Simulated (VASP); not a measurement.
Here is a VASP 6.6.1 calculation.

INCAR

```
PREC     = Accurate       # precision mode
ENCUT    = 520            # plane-wave cutoff, eV
EDIFF    = 1E-6           # SCF threshold, eV
ISMEAR   = 0              # smearing method
SIGMA    = 0.05           # smearing width, eV
LREAL    = F              # projectors in reciprocal space
LASPH    = T              # aspherical terms in the spheres
NELM     = 100            # most SCF steps
ALGO     = Normal         # electronic algorithm
ISIF     = 2              # what is computed and relaxed
LWAVE    = F              # write WAVECAR
LCHARG   = F              # write CHGCAR
GGA      = PS             # functional
NBANDS   = 20             # bands
```

The input KPOINTS:

```
regular mesh
0
Gamma
  8 8 8
```

Contents of POSCAR:

```
CdF2
1.0
    0.0000000000      3.0016613456      2.2882620123
    2.7862955091      0.0000000000      2.2882620123
    2.7862955091      3.0016613456      0.0000000000
Cd F
1 2
Direct
    0.0000000000      0.0000000000      0.0000000000
    0.2500000000      0.2500000000      0.2500000000
    0.7500000000      0.7500000000      0.7500000000
```

Potentials or basis: VASP PAW PBE potentials, release 64 (Cd, F).

Command:

```bash
$ cat potpaw_PBE.64/Cd/POTCAR potpaw_PBE.64/F/POTCAR > POTCAR
$ mpirun -np 1 vasp_std > vasp.out
```

Task: Predict the pressure.

Result: 3.2 GPa.

Task: Predict the band gap on the k mesh.

Result: 1.39 eV (least direct gap 1.68 eV).

Stress tensor (GPa, compression positive):
```
 -3.30   0.00   0.00
  0.00 -11.86   0.00
  0.00   0.00  24.75
```

Caveat: the cell differs from its parent crystal (strain +e along x and -e along y -0.0400, strain +e along z and -e/2 along x and y -0.1500); the cell stands under pressure; the PAW data sets were made with another functional, which shifts forces and pressure a little. A k mesh can miss the band edges.
